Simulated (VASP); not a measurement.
Wanted: the native input for a VASP 6.6.1 run.

- Task: single point
- Functional: PBE
- Potentials or basis: VASP PAW PBE potentials, release 64 (Cd, Se)
- Cutoff: 520 eV
- k mesh: 12 × 12 × 6
- Occupations: gaussian, width 0.02 eV
- Spin: no spin polarisation
- Dipole correction: no
- Further INCAR settings: ALGO = Normal; EDIFF = 1e-07; NBANDS = 26

The structure of CdSe lies in POSCAR:

```
CdSe
1.0
    4.2938976942      0.0000000000      0.0000000000
   -2.1469488471      3.7186244844      0.0000000000
    0.0000000000      0.0000000000      7.0075139813
Cd Se
2 2
Direct
    0.3333333333      0.6666666667      0.0045810803
    0.6666666667      0.3333333333      0.5045810803
    0.3333333333      0.6666666667      0.3804189197
    0.6666666667      0.3333333333      0.8804189197
```

These files were run (other wordings do the same):

INCAR

```
PREC = Accurate ; ENCUT = 520
EDIFF = 1E-7 ; ISMEAR = 0
SIGMA = 0.02 ; LREAL = F
LASPH = T ; NELM = 60
ALGO = Normal ; ISIF = 2
LWAVE = F ; LCHARG = F
GGA = PE ; NBANDS = 26
```

KPOINTS

```
Automatic mesh
0
Gamma
  12 12 6
```

Potentials or basis: VASP PAW PBE potentials, release 64 (Cd, Se).

The run is started by

```console
$ cat potpaw_PBE.64/Cd/POTCAR potpaw_PBE.64/Se/POTCAR > POTCAR
$ mpirun -np 1 vasp_std > vasp.out
```

Results of the run:

The pressure is 3.5 GPa. The largest force is 0.009 eV/Å. The band gap on the k mesh is 0.68 eV.

Caveat: the cell stands under pressure.

It took 100 s on 1 thread of AMD EPYC 9R45 96-Core Processor (Zen 5), on a shared host, peak memory 0.32 GiB.
